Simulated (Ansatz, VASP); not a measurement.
**One calculation of SnO, two programs**

```
CELL_PARAMETERS angstrom
3.81584 0.00000 0.00000
0.00000 3.81584 0.00000
0.00000 0.00000 5.06794
ATOMIC_POSITIONS crystal
Sn 0.97846 0.50000 0.22869
Sn 0.52154 0.00000 0.77131
O 0.00229 0.00000 0.00000
O 0.49771 0.50000 0.00000
```

Change from the starting cell: mode 4 frozen in at -0.083 Å, equal normal strain along x and y -0.0133.

Alike in both runs: task single point; functional PBE; k mesh 10 × 10 × 8; occupations gaussian, width 0.05 eV; no spin polarisation.

|  | VASP | Ansatz |
| --- | --- | --- |
| version | VASP 6.6.1 | Ansatz 0.2.0 |
| potentials or method | VASP PAW PBE potentials, release 64 (Sn_d, O), cutoff 520 eV | scalar-relativistic, plane waves, PAW |
| valence electrons in the cell | 40 | 40 |

|  | VASP | Ansatz | Ansatz less VASP |
| --- | --- | --- | --- |
| gap on the k mesh at the Fermi level (eV) | 0.39 | 0.38 | -0.010 |
| least direct gap on the mesh (eV) | 1.93 | 1.96 | +0.031 |
| pressure (GPa) | 3.1 | 2.9 | -0.26 |
| traceless stress, the component that is largest in VASP (GPa) | 2.06 | 1.98 | -0.075 |
| rms of the force components (eV/Å) | 0.271 | 0.242 | -0.0290 |

Atom by atom the forces differ by 0.038 eV/Å (rms over components).
